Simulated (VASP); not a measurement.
# Pd (P6_3/mmc) in VASP: notebook

The runs below take Pd through single point, with PBE.

Everything below comes from runs of VASP 6.6.1. Logs are shortened: lines on timing, memory, paths and dates and some standing lists are left out, and cuts for length are marked.

### Step 1. The cell of the first run

Symmetry: P6_3/mmc, No. 194, hexagonal system. The conventional cell has a = 2.744 Å, b = 2.744 Å, c = 9.057 Å, α = 90.00°, β = 90.00°, γ = 120.00°. Pd (site symmetry -6m2) has 12 Pd at 2.74 to 2.76 Å within 3.6 Å. Pd (site symmetry -3m) has 12 Pd at 2.74 to 2.76 Å within 3.6 Å.

This isn't the form of Pd at room conditions, which is fcc.

### Step 2. Single point, PBE

File INCAR:

```
ALGO = Normal ; EDIFF = 1E-7
ENCUT = 520 ; GGA = PE
ISIF = 2 ; ISMEAR = -1
LASPH = T ; LCHARG = T
LELF = T ; LREAL = F
LVHAR = T ; LWAVE = F
NBANDS = 28 ; NELM = 60
PREC = Accurate ; SIGMA = 0.05
```

File KPOINTS:

```
k-points
0
Gamma
  11 11 3
```

File POSCAR:

```
Pd
1.0
    2.7440204281      0.0000000000      0.0000000000
   -1.3720102141      2.3763913993      0.0000000000
    0.0000000000      0.0000000000      9.0571949703
Pd
4
Direct
    0.6666666667      0.3333333333      0.7500000000
    0.0000000000      0.0000000000      0.5000000000
    0.3333333333      0.6666666667      0.2500000000
    0.0000000000      0.0000000000      0.0000000000
```

Potentials or basis: VASP PAW PBE potentials, release 64 (Pd).

On the command line:

```sh
$ cat potpaw_PBE.64/Pd/POTCAR > POTCAR
$ mpirun -np 1 vasp_std > vasp.out
```

OUTCAR:

```text
EDIFF = 1E-7
   ENCUT = 520
   GGA = PE
   ISIF = 2
   ISMEAR = -1
   LASPH = T
   LREAL = F
   NELM = 60
   PREC = Accurate

 ion  position               nearest neighbor table
   1  0.667  0.333  0.750-   2 2.76   4 2.76   2 2.76   4 2.76   2 2.76   4 2.76
   2  0.000  0.000  0.500-   1 2.76   3 2.76   1 2.76   3 2.76   1 2.76   3 2.76
   3  0.333  0.667  0.250-   2 2.76   4 2.76   2 2.76   4 2.76   2 2.76   4 2.76
   4  0.000  0.000  0.000-   1 2.76   3 2.76   1 2.76   3 2.76   1 2.76   3 2.76

  LATTYP: Found a hexagonal cell.
 ALAT       =     2.7440204281
 C/A-ratio  =     3.3007024574

  Lattice vectors:

 A1 = (   2.7440204281,   0.0000000000,   0.0000000000)
 A2 = (  -1.3720102141,   2.3763913993,   0.0000000000)
 A3 = (   0.0000000000,   0.0000000000,   9.0571949703)

Analysis of symmetry for initial positions (statically):
=====================================================================
 Subroutine PRICEL returns:
 Original cell was already a primitive cell.

 Routine SETGRP: Setting up the symmetry group for a
 hexagonal supercell.

 Subroutine GETGRP returns: Found 24 space group operations
 (whereof 12 operations were pure point group operations)
 out of a pool of 24 trial point group operations.

The static configuration has the point symmetry D_3d.
 The point group associated with its full space group is D_6h.

Analysis of symmetry for dynamics (positions and initial velocities):
=====================================================================
 Subroutine PRICEL returns:
 Original cell was already a primitive cell.

 Routine SETGRP: Setting up the symmetry group for a
 hexagonal supercell.

 Subroutine GETGRP returns: Found 24 space group operations
 (whereof 12 operations were pure point group operations)
 out of a pool of 24 trial point group operations.

The dynamic configuration has the point symmetry D_3d.
 The point group associated with its full space group is D_6h.

 Subroutine INISYM returns: Found 24 space group operations
 (whereof 12 operations are pure point group operations),
 and found     1 'primitive' translations

----------------------------------------------------------------------------------------

                                     Primitive cell

  volume of cell :      59.0608

  direct lattice vectors                    reciprocal lattice vectors
     2.744020428  0.000000000  0.000000000     0.364428774  0.210403051  0.000000000
    -1.372010214  2.376391399  0.000000000     0.000000000  0.420806101  0.000000000
     0.000000000  0.000000000  9.057194970     0.000000000  0.000000000  0.110409459

  length of vectors
     2.744020428  2.744020428  9.057194970     0.420806101  0.420806101  0.110409459

  position of ions in fractional coordinates (direct lattice)
     0.666666667  0.333333333  0.750000000
     0.000000000  0.000000000  0.500000000
     0.333333333  0.666666667  0.250000000
     0.000000000  0.000000000  0.000000000

  ion indices of the primitive-cell ions
   primitive index   ion index
                 1           1
                 2           2
                 3           3
                 4           4

----------------------------------------------------------------------------------------

 KPOINTS: k-points

Automatic generation of k-mesh.
 Grid dimensions read from file:
 generate k-points for:   11   11    3

 Generating k-lattice:

  Cartesian coordinates                     Fractional coordinates (reciprocal lattice)
     0.033129889  0.019127550  0.000000000     0.090909091  0.000000000  0.000000000
     0.000000000  0.038255100  0.000000000     0.000000000  0.090909091  0.000000000
     0.000000000  0.000000000  0.036803153     0.000000000  0.000000000  0.333333333

  Length of vectors
     0.038255100  0.038255100  0.036803153

  Shift w.r.t. Gamma in fractional coordinates (k-lattice)
     0.000000000  0.000000000  0.000000000

 Subroutine IBZKPT returns following result:
 ===========================================

 Found     32 irreducible k-points:

 Following reciprocal coordinates:
            Coordinates               Weight
  0.000000  0.000000  0.000000      1.000000
  0.090909  0.000000  0.000000      6.000000
  0.181818  0.000000  0.000000      6.000000
  0.272727  0.000000  0.000000      6.000000
  0.363636  0.000000  0.000000      6.000000
  0.454545  0.000000  0.000000      6.000000
[... 16 lines left out ...]
  0.090909  0.090909  0.333333     12.000000
  0.181818  0.090909  0.333333     24.000000
 [... further k-points ...]
   k-points           NKPTS =     32   k-points in BZ     NKDIM =     32   number of bands    NBANDS=     28
   number of dos      NEDOS =    301   number of ions     NIONS =      4
   total plane-waves  NPLWV =  28000
   dimension x,y,z NGX =    20 NGY =   20 NGZ =   70
   dimension x,y,z NGXF=    40 NGYF=   40 NGZF=  140
   ions per type =               4
   NGX,Y,Z   is equivalent  to a cutoff of  12.12, 12.12, 12.85 a.u.
   NGXF,Y,Z  is equivalent  to a cutoff of  24.23, 24.23, 25.70 a.u.
 SYSTEM =  unknown system
   PREC   = accura    normal or accurate (medium, high low for compatibility)
   ISTART =      0    job   : 0-new  1-cont  2-samecut
   ICHARG =      2    charge: 1-file 2-atom 10-const
   ISPIN  =      1    spin polarized calculation?
   LNONCOLLINEAR =      F non collinear calculations
   LSORBIT =      F    spin-orbit coupling
   LASPH  =      T    aspherical Exc in radial PAW
   ENCUT  =  520.0 eV  38.22 Ry    6.18 a.u.   5.10  5.10 16.84*2*pi/ulx,y,z
   NELM   =     60;   NELMIN=  2; NELMDL= -5     # of ELM steps
   EDIFF  = 0.1E-06   stopping-criterion for ELM
   LREAL  =      F    real-space projection
   EDIFFG = 0.1E-05   stopping-criterion for IOM
   NSW    =      0    number of steps for IOM
   IBRION =     -1    ionic relax: 0-MD 1-quasi-New 2-CG
   NFREE  =      0    steps in history (QN), initial steepest desc. (CG)
   ISIF   =      2    stress and relaxation
   ISYM   =      2    0-nonsym 1-usesym 2-fastsym
   POTIM  = 0.5000    time-step for ionic-motion
   TEBEG  =    0.0;   TEEND  =   0.0 temperature during run
   PSTRESS=    0.0 pullay stress
   NELECT =      40.0000    total number of electrons
   NUPDOWN=      -1.0000    fix difference up-down
   EMIN   =  10.00;   EMAX   =-10.00  energy-range for DOS
   EFERMI =   0.00;   METHOD = LEGACY
   ISMEAR =    -1;   SIGMA  =   0.05  broadening in eV -4-tet -1-fermi 0-gaus
   EFERMI_NEDOS =   21; number of points for ismear=-14 and -15
   IALGO  =     38    algorithm
   IMIX   =      4    mixing-type and parameters
     AMIX     =   0.40;   BMIX     =  1.00
     AMIX_MAG =   1.60;   BMIX_MAG =  1.00
  volume/ion in A,a.u.               =      14.77        99.64
  Fermi-wavevector in a.u.,A,eV,Ry     =   1.437679  2.716819 28.122152  2.066920
  Thomas-Fermi vector in A             =   2.556730
   LORBIT       =      0    0 simple, 1 ext, 2 COOP (PROOUT), +10 PAW based schemes
   GGA     = PE    functional components
   LHFCALC =     F    Hartree Fock is set to
   AEXX    =    0.0000 exact exchange contribution
   IVDW    =     0    specifies the selected vdW correction
   LEPSILON=     F    determine dielectric tensor
   LRPA    =     F    only Hartree local field effects (RPA)
 non-spin polarized calculation
  energy-cutoff  :      520.00
  volume of cell :       59.06
 maximum number of plane-waves:      1609
   NGX = 11   NGY = 11   NGZ = 33

 number of electron      40.0000003 magnetization

 Free energy of the ion-electron system (eV)
  ---------------------------------------------------
  ext. energy  EPLUGINS =         0.00000000
  ---------------------------------------------------
  free energy    TOTEN  =       -20.77539546 eV

  energy without entropy =      -20.69167746  energy(sigma->0) =      -20.73353646

 E-fermi :   9.7913     XC(G=0): -13.1780

 val. band max:        9.7897177607   @ k =   0.2727   0.0000   0.0000
 cond. band min:       9.8028313790   @ k =   0.2727   0.0909   0.0000
 fundamental gap:      0.0131136182
 Fermi energy:         9.7913219319

 k-point     1 :       0.0000    0.0000    0.0000
  band No.  band energies     occupation
      1       2.6339      2.00000
      2       4.2853      2.00000
      3       4.2919      2.00000
      4       4.4728      2.00000
      5       6.8702      2.00000
      6       6.8720      2.00000
[... 20 lines left out ...]
     27      24.1439      0.00000
     28      26.7375      0.00000

 k-point     2 :       0.0909    0.0000    0.0000
  band No.  band energies     occupation
      1       2.9009      2.00000
      2       4.5246      2.00000
      3       4.5338      2.00000
      4       4.6663      2.00000
      5       6.5146      2.00000
      6       6.6965      2.00000
[... 20 lines left out ...]
     27      24.3028      0.00000
     28      26.9596      0.00000

 k-point     3 :       0.1818    0.0000    0.0000
  band No.  band energies     occupation
      1       3.6289      2.00000
      2       4.9861      2.00000
      3       5.0610      2.00000
      4       5.1712      2.00000
      5       6.0487      2.00000
      6       6.2780      2.00000
[... 20 lines left out ...]
     27      24.7238      0.00000
     28      25.2273      0.00000

 k-point     4 :       0.2727    0.0000    0.0000
  band No.  band energies     occupation
      1       4.4704      2.00000
      2       5.0135      2.00000
      3       5.0795      2.00000
      4       5.3760      2.00000
      5       5.8751      2.00000
      6       5.8987      2.00000
[... 578 lines left out ...]
     27      19.8153      0.00000
     28      20.5012      0.00000

 k-point    23 :       0.0909    0.0909    0.3333
  band No.  band energies     occupation
      1       3.6223      2.00000
      2       4.2204      2.00000
      3       5.0637      2.00000
      4       5.1775      2.00000
      5       6.3414      2.00000
      6       6.4354      2.00000
[... 20 lines left out ...]
     27      26.2477      0.00000
     28      26.6714      0.00000

 k-point    24 :       0.1818    0.0909    0.3333
  band No.  band energies     occupation
      1       4.4015      2.00000
      2       4.7904      2.00000
      3       5.4210      2.00000
      4       5.6310      2.00000
      5       5.9021      2.00000
      6       6.1180      2.00000
[... 20 lines left out ...]
     27      23.7295      0.00000
     28      24.3758      0.00000

 [... further k-points ...]

------------------------ aborting loop because EDIFF is reached ----------------------------------------

  FORCE on cell =-STRESS in cart. coord.  units (eV):
  Direction    XX          YY          ZZ          XY          YZ          ZX
  --------------------------------------------------------------------------------------
  -------------------------------------------------------------------------------------
  Total        2.6742571      2.6742571      2.4851624     -0.0000000      0.0000000      0.0000000
  in kB       72.5462078     72.5462078     67.4165195     -0.0000000      0.0000000      0.0000000
  external PRESSURE =      70.8363117 kB  Pullay stress =       0.0000000 kB

 VOLUME and BASIS-vectors are now :
 -----------------------------------------------------------------------------
  energy-cutoff  :      520.00
  volume of cell :       59.06
      direct lattice vectors                 reciprocal lattice vectors
     2.744020428  0.000000000  0.000000000     0.364428774  0.210403051  0.000000000
    -1.372010214  2.376391399  0.000000000     0.000000000  0.420806101  0.000000000
     0.000000000  0.000000000  9.057194970     0.000000000  0.000000000  0.110409459

 POSITION                                       TOTAL-FORCE (eV/Angst)
 -----------------------------------------------------------------------------------
      1.37201      0.79213      6.79290        -0.000000     -0.000000      0.000000
      0.00000      0.00000      4.52860         0.000000      0.000000     -0.000000
     -0.00000      1.58426      2.26430        -0.000000      0.000000      0.000000
      0.00000      0.00000      0.00000         0.000000      0.000000     -0.000000
 -----------------------------------------------------------------------------------
    total drift:                                0.000000     -0.000000      0.000000

  FREE ENERGIE OF THE ION-ELECTRON SYSTEM (eV)
  ---------------------------------------------------
  free  energy   TOTEN  =       -20.7753954584 eV

  energy  without entropy=      -20.6916774593  energy(sigma->0) =      -20.73353646
```

Run time: 61 s. Hardware: 1 thread of Intel Xeon 8259CL, shared host; peak memory 0.19 GiB.

What came out:

```yaml
Free_energy: -20.7754 eV
Pressure: 7.1 GPa
Band_gap_on_the_k_mesh: zero (bands 20 and 21 overlap by 0.90 eV)
```

Caveat: the cell stands under pressure.

### Step 3. Single point, PBE

This run uses another cell than the first one, of 15.07 Å³/atom.

File INCAR:

```
ALGO = Normal
EDIFF = 1E-6
ENCUT = 520
GGA = PE
ISIF = 2
ISMEAR = -1
LASPH = True
LCHARG = True
LELF = True
LREAL = False
LVHAR = True
LWAVE = False
NBANDS = 28
NELM = 100
PREC = Accurate
SIGMA = 0.05
```

KPOINTS is that of step 2.

File POSCAR:

```
Pd
1.0
    2.7625616691      0.0000000000      0.0000000000
   -1.3812808346      2.3924485850      0.0000000000
    0.0000000000      0.0000000000      9.1183940900
Pd
4
Direct
    0.6666666667      0.3333333333      0.7500000000
    0.0000000000      0.0000000000      0.5000000000
    0.3333333333      0.6666666667      0.2500000000
    0.0000000000      0.0000000000      0.0000000000
```

Potentials or basis: VASP PAW PBE potentials, release 64 (Pd).

On the command line:

```sh
$ cat potpaw_PBE.64/Pd/POTCAR > POTCAR
$ mpirun -np 1 vasp_std > vasp.out
```

Run time: 55 s. Hardware: 1 thread of Intel Xeon 8259CL, shared host; peak memory 0.21 GiB.

It converged, with:

```yaml
Free_energy: -20.8143 eV
Pressure: 3.2 GPa
Band_gap_on_the_k_mesh: zero (bands 20 and 21 overlap by 0.87 eV)
```

Stress tensor (GPa, compression positive):
```
3.33 0.00 0.00
0.00 3.33 0.00
0.00 0.00 2.86
```

Levels at points of the mesh, in eV from the Fermi level:
| k point | band 16 | band 17 | band 18 | band 19 | band 20 | band 21 | band 22 | band 23 | band 24 | band 25 |
| --- | --- | --- | --- | --- | --- | --- | --- | --- | --- | --- |
| (0.00, 0.00, 0.00) | -1.48 | -1.48 | -1.04 | -1.04 | -0.70 | -0.70 | -0.14 | -0.14 | 0.95 | 6.97 |

Caveat: the cell stands under pressure.

### Step 4. Single point, PBE

This run uses another cell than the first one, of 15.37 Å³/atom.

File INCAR:

```
SYSTEM = Pd
ALGO = Normal ; EDIFF = 1E-6
ENCUT = 520 ; GGA = PE
ISIF = 2 ; ISMEAR = -1
LASPH = .True. ; LCHARG = .False.
LREAL = .False. ; LWAVE = .False.
NBANDS = 28 ; NELM = 60
PREC = Accurate ; SIGMA = 0.05
```

File KPOINTS:

```
k-points
0
Gamma
  11 11 3
  0 0 0
```

File POSCAR:

```
Pd
1.0
    2.7808573127      0.0000000000      0.0000000000
   -1.3904286564      2.4082930771      0.0000000000
    0.0000000000      0.0000000000      9.1787825657
Pd
4
Direct
    0.6666666667      0.3333333333      0.7500000000
    0.0000000000      0.0000000000      0.5000000000
    0.3333333333      0.6666666667      0.2500000000
    0.0000000000      0.0000000000      0.0000000000
```

On the command line:

```sh
$ cat potpaw_PBE.64/Pd/POTCAR > POTCAR
$ mpirun -np 1 vasp_std > vasp.out
```

It took 61 s on 1 thread of Intel Xeon 8259CL, shared host; peak memory 0.21 GiB.

Results (log left out):

```
Free energy            : -20.8256 eV
Pressure               : -0.3 GPa
Band gap on the k mesh : zero (bands 20 and 21 overlap by 0.84 eV)
```

Stress tensor (GPa, compression positive):
```
-0.12  0.00  0.00
 0.00 -0.12  0.00
 0.00  0.00 -0.57
```

Levels at points of the mesh, in eV from the Fermi level:
```tsv
k point	band 17	band 18	band 19	band 20	band 21	band 22	band 23	band 24
(0.00, 0.00, 0.00)	-1.43	-1.00	-1.00	-0.68	-0.68	-0.14	-0.14	1.00
```

### Step 5. Single point, PBE

This run uses another cell than the first one, of 15.67 Å³/atom.

File INCAR:

```
SYSTEM = Pd
PREC     = Accurate       ! precision mode
ENCUT    = 520            ! plane-wave cutoff, eV
EDIFF    = 1E-6           ! SCF threshold, eV
ISMEAR   = -1             ! smearing method
SIGMA    = 0.05           ! smearing width, eV
LREAL    = .False.        ! projectors in reciprocal space
LASPH    = .True.         ! aspherical terms in the spheres
NELM     = 80             ! most SCF steps
ALGO     = Fast           ! electronic algorithm
ISIF     = 2              ! what is computed and relaxed
LWAVE    = .False.        ! write WAVECAR
LCHARG   = .False.        ! write CHGCAR
GGA      = PE             ! functional
NBANDS   = 28             ! bands
```

File KPOINTS:

```
Automatic mesh
0
Gamma
  11 11 3
  0 0 0
```

File POSCAR:

```
Pd
1.0
    2.7989153337      0.0000000000      0.0000000000
   -1.3994576669      2.4239317820      0.0000000000
    0.0000000000      0.0000000000      9.2383867200
Pd
4
Direct
    0.6666666667      0.3333333333      0.7500000000
    0.0000000000      0.0000000000      0.5000000000
    0.3333333333      0.6666666667      0.2500000000
    0.0000000000      0.0000000000      0.0000000000
```

On the command line:

```sh
$ cat potpaw_PBE.64/Pd/POTCAR > POTCAR
$ mpirun -np 1 vasp_std > vasp.out
```

Wall time 68 s (1 thread of Intel Xeon 8259CL, shared host); peak memory 0.21 GiB.

The run converged. Its results:

```
Free energy            : -20.8125 eV
Pressure               : -3.3 GPa
Band gap on the k mesh : zero (bands 20 and 21 overlap by 0.82 eV)
```

Stress tensor (GPa, compression positive):
```
-3.12  0.00  0.00
 0.00 -3.12  0.00
 0.00  0.00 -3.56
```

Levels at points of the mesh, in eV from the Fermi level:
```csv
k point,band 17,band 18,band 19,band 20,band 21,band 22,band 23,band 24
"(0.00, 0.00, 0.00)",-1.39,-0.97,-0.97,-0.66,-0.66,-0.13,-0.13,1.04
```

Caveat: the cell stands under tension.

### Step 6. Overview

```csv
cell,gap on the mesh (eV),pressure (GPa)
"a = 2.744, b = 2.744, c = 9.057 Å, angles 90.0, 90.0, 120.0°, 4 atoms",none,7.1
"a = 2.763, b = 2.763, c = 9.118 Å, angles 90.0, 90.0, 120.0°, 4 atoms",none,3.2
"a = 2.781, b = 2.781, c = 9.179 Å, angles 90.0, 90.0, 120.0°, 4 atoms",none,-0.3
"a = 2.799, b = 2.799, c = 9.238 Å, angles 90.0, 90.0, 120.0°, 4 atoms",none,-3.3
```

Alike in all rows: task single point; level PBE; potentials or basis VASP PAW PBE potentials, release 64 (Pd); no spin polarisation; k mesh 11 × 11 × 3; cutoff (eV) 520; smearing fermi-dirac 0.05 eV.

Caveats: the cell stands under pressure (at least some runs); the cell stands under tension (at least some runs).

Absolute energies hang on the potentials; compare differences alone.
